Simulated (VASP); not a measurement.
Set up this calculation in VASP 6.6.1, as the native input.

| Item | Value |
| --- | --- |
| Task | single point |
| Functional | PBE |
| Potentials or basis | VASP PAW PBE potentials, release 64 (Ga_d, P, As) |
| Cutoff | 520 eV |
| k mesh | 12 × 12 × 4 |
| Occupations | gaussian, width 0.01 eV |
| Spin | no spin polarisation |
| Dipole correction | no |
| Further INCAR settings | ALGO = Normal; EDIFF = 1e-06; NBANDS = 36 |

The structure of Ga3AsP2 lies in POSCAR:

```
Ga3AsP2
1.0
    3.9483362938      0.0000000000      0.0000000000
   -1.9741681469      3.4193595331      0.0000000000
    0.0000000000      0.0000000000      9.6775736167
Ga P As
3 2 1
Direct
    0.0000000000      0.0000000000      0.9929861823
    0.3333333333      0.6666666667      0.6667023787
    0.6666666667      0.3333333333      0.3400494970
    0.0000000000      0.0000000000      0.7467475236
    0.3333333333      0.6666666667      0.4197884770
    0.6666666667      0.3333333333      0.0837259413
```

One way to write it, as run:

INCAR

```
SYSTEM = Ga3AsP2
ALGO = Normal
EDIFF = 1E-6
ENCUT = 520
GGA = PE
ISIF = 2
ISMEAR = 0
LASPH = .TRUE.
LCHARG = .FALSE.
LREAL = .FALSE.
LWAVE = .FALSE.
NBANDS = 36
NELM = 80
PREC = Accurate
SIGMA = 0.01
```

KPOINTS

```
k-points
0
G
  12 12 4
  0 0 0
```

Potentials or basis: VASP PAW PBE potentials, release 64 (Ga_d, P, As).

Command:

```console
$ cat potpaw_PBE.64/Ga_d/POTCAR potpaw_PBE.64/P/POTCAR potpaw_PBE.64/As/POTCAR > POTCAR
$ mpirun -np 1 vasp_std > vasp.out
```

It gave:

| Item | Value |
| --- | --- |
| Pressure | 0.1 GPa |
| Largest force | 0.015 eV/Å |
| Band gap on the k mesh | 0.94 eV |

It took 8.4 min on 1 thread of Intel Xeon 8259CL, on a shared host, peak memory 0.42 GiB.
